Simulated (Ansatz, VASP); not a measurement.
Rh: VASP beside Ansatz

```
CELL_PARAMETERS angstrom
1.34415 2.32814 0.00000
-1.34415 2.32814 0.00000
0.00000 0.00000 4.24734
ATOMIC_POSITIONS crystal
Rh 0.33333 0.33334 0.25000
Rh 0.66666 0.66667 0.75000
```

Alike in both runs: task single point; functional r2SCAN; k mesh 14 × 14 × 8; no spin polarisation.

|  | VASP | Ansatz |
| --- | --- | --- |
| version | VASP 6.6.1 | Ansatz 0.2.0 |
| potentials or method | VASP PAW PBE potentials, release 64 (Rh_pv), cutoff 550 eV | PAW plane waves |
| occupations | fermi-dirac, width 0.1 eV | fermi-dirac |
| valence electrons in the cell | 30 | 34 |

VASP gave:

```
pressure (GPa)                                                : 13.0
traceless stress, the component that is largest in VASP (GPa) : 4.17
```

Question: Which values does Ansatz return?

Answer: Pressure (GPa): 11.5; traceless stress, the component that is largest in VASP (GPa): 4.04.

VASP's potentials were made for PBE, not for r2SCAN. VASP's potentials hold 30 valence electrons a cell and Ansatz's 34, so a difference there can come from the potentials and not from the codes. Ansatz's warnings: structure snapped to symmetry.
